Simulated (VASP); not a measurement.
Set up this calculation in VASP 6.6.1, as the native input.

```yaml
Task: single point
Functional: PBE
Potentials_or_basis: VASP PAW PBE potentials, release 64 (O_h, C_h, H_h)
Cutoff: 1000 eV
k_mesh: 1 × 1 × 1
Occupations: fermi-dirac, width 0.02 eV
Spin: no spin polarisation
Dipole_correction: no
Further_INCAR_settings: LREAL = Auto; ALGO = Normal; EDIFF = 1e-06; NBANDS = 70
```

The structure of H2CO lies in POSCAR:

```
H2CO
1.0
    8.1271360000      0.0000000000      0.0000000000
    0.0000000000      8.1271360000      0.0000000000
    0.0000000000      0.0000000000      8.1271360000
O C H
8 8 16
Direct
    0.0507357775      0.4562179162      0.3041231374
    0.2227336300      0.2982946857     -0.0522742401
    0.6531263757     -0.1723717809      0.2166958644
    0.2543435031      0.8792713897      0.4770426454
   -0.0344419454      0.6447694755      0.7308979318
    0.2888301176      0.8909629073      1.0426425477
    0.8917379412      0.1026347309      0.6500485355
    0.7352344462      0.3014092577      0.0712429308
    0.0812650769      0.3101222749      0.3036659140
    0.3603385471      0.3522557997     -0.0305623028
    0.6449526180     -0.0479110584      0.2990780616
    0.1504749746      0.8578966981      0.3717704185
    0.0648631971      0.5487969679      0.6746382308
    0.4157799782      0.8714806684      0.9673007524
    0.9622228713      0.0255027034      0.7575222898
    0.7830695555      0.4395817716      0.0396879803
    0.2077136878      0.2632764918      0.3292415565
   -0.0152736697      0.2162812015      0.2780146171
    0.4645342490      0.3180499546     -0.1129542908
    0.3871306035      0.4375974079      0.0738995034
    0.6070122964      0.0724695723      0.2453749155
    0.6768252183     -0.0468594675      0.4323149707
    0.1170246311      0.7330502841      0.3269601962
    0.0827927847      0.9636785197      0.3164047490
    0.1856195280      0.5912312038      0.6247735027
    0.0394035258      0.4142757913      0.6696515242
    0.4976184395      0.9762590046      0.9335378569
    0.4571262664      0.7476795256      0.9247625363
    1.0983562503      0.0122664834      0.7592713671
    0.8961235045     -0.0363150335      0.8605768660
    0.9125460635      0.4654890381      0.0055596848
    0.6977834563      0.5471057148      0.0423366472
```

These files were run (other wordings do the same):

INCAR

```
SYSTEM = H2CO
  ALGO = Normal
  EDIFF = 1E-6
  ENCUT = 1000
  GGA = PE
  GGA_COMPAT = .False.
  ISIF = 2
  ISMEAR = -1
  LASPH = .True.
  LCHARG = .False.
  LREAL = Auto
  LWAVE = .False.
  NBANDS = 70
  NELM = 120
  PREC = Accurate
  SIGMA = 0.02
```

KPOINTS

```
k-points
0
Gamma
  1 1 1
  0 0 0
```

Potentials or basis: VASP PAW PBE potentials, release 64 (O_h, C_h, H_h).

Launch:

```bash
$ cat potpaw_PBE.64/O_h/POTCAR potpaw_PBE.64/C_h/POTCAR potpaw_PBE.64/H_h/POTCAR > POTCAR
$ mpirun -np 1 vasp_gam > vasp.out
```

Results of the run:

```json
{
 "Pressure": "-0.1 GPa",
 "Largest force": "0.213 eV/Å",
 "Band gap on the k mesh": "3.01 eV"
}
```

Caveat: the k points lie up to 0.77 Å⁻¹ apart.

Wall time 97 s on 1 thread of Intel(R) Xeon(R) 6975P-C (Granite Rapids), with other jobs on the host, peak memory 1 GiB.
